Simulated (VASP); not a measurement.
Wanted: the native input for a VASP 6.6.1 run.

```yaml
Task: single point
Functional: PBE
Potentials_or_basis: VASP PAW PBE potentials, release 64 (Mn_pv, Si)
Cutoff: 520 eV
k_mesh: 4 × 4 × 4
Occupations: gaussian, width 0.1 eV
Spin: collinear spin, ferromagnetic start
Starting_moments: "[4.0, 0.0, 0.0, 0.0, 0.0] μB"
Dipole_correction: no
Further_INCAR_settings: ALGO = Normal; EDIFF = 1e-06; NBANDS = 26
```

The structure of MnSi4 lies in POSCAR:

```
MnSi4
1.0
   -2.6504661445      2.6504661445      2.6504661445
    2.6504661445     -2.6504661445      2.6504661445
    2.6504661445      2.6504661445     -2.6504661445
Mn Si
1 4
Direct
    0.0000000000      0.0000000000      0.0000000000
    0.5000000000      0.5000000000      0.5000000000
    0.0000000000      0.0000000000      0.5000000000
    0.0000000000      0.5000000000      0.0000000000
    0.5000000000      0.0000000000      0.0000000000
```

These files were run (other wordings do the same):

INCAR

```
PREC = Accurate ; ENCUT = 520
EDIFF = 1E-6 ; ISMEAR = 0
SIGMA = 0.1 ; LREAL = F
LASPH = T ; NELM = 150
ALGO = Normal ; ISIF = 2
LWAVE = F ; LCHARG = F
ISPIN = 2 ; MAGMOM = 4 0 0 0 0
LORBIT = 11 ; LMAXMIX = 4
GGA = PE ; NBANDS = 26
```

KPOINTS

```
Automatic mesh
0
Gamma
  4 4 4
```

Potentials or basis: VASP PAW PBE potentials, release 64 (Mn_pv, Si).

Launch:

```console
$ cat potpaw_PBE.64/Mn_pv/POTCAR potpaw_PBE.64/Si/POTCAR > POTCAR
$ mpirun -np 1 vasp_std > vasp.out
```

Results of the run:

```yaml
Pressure: 0.0 GPa
Net_moment: 1.17 μB per cell
Site_moments: Mn +1.05; Si -0.00 μB
Valence_electrons_inside_the_program's_atomic_spheres: Mn 12.33; Si 1.60
```

Caveat: the k points lie up to 0.42 Å⁻¹ apart; the moment fell far below its start of 4 μB, so a state of higher moment may lie lower in energy.

Run time: 37 s on 1 thread of AMD EPYC 7R43 64-Core Processor (Zen 3), on a shared host, peak memory 0.21 GiB.
